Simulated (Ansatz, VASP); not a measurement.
## One calculation of Zr2SeS2, two programs

```
Zr Se S
1.0
     4.35809    0.00000    0.00000
    -2.17905    3.77422    0.00000
     0.00000    0.00000    6.44135
Zr Se S
2 1 2
Cartesian
  0.0000 2.5161 4.6269
  2.1790 1.2581 1.8145
  0.0000 0.0000 0.0000
  0.0000 2.5161 2.0902
  2.1790 1.2581 4.3512
```

Change from the starting cell: species swapped into the YbMn2Sb2 type (P-3m1, No. 164).

Alike in both runs: functional PBE; k mesh 12 × 12 × 6; occupations gaussian, width 0.1 eV; no spin polarisation.

Ansatz relaxed the structure, and its values are those at the end. VASP's run is a single point on that final structure, the one shown.

|  | VASP | Ansatz |
| --- | --- | --- |
| version | VASP 6.6.1 | Ansatz 0.2.0 |
| potentials or method | VASP PAW PBE potentials, release 64 (Zr_sv, Se, S), cutoff 520 eV | scalar-relativistic, plane waves, PAW |
| valence electrons in the cell | 42 | 52 |

|  | VASP | Ansatz | Ansatz less VASP |
| --- | --- | --- | --- |
| gap on the k mesh at the Fermi level (eV) | none | none | - |
| pressure (GPa) | 0.0 | 0.0 | -0.01 |

A gap of «none» marks a metal or a gap that the smearing closes. VASP's potentials hold 42 valence electrons a cell and Ansatz's 52, so a difference there can come from the potentials and not from the codes.
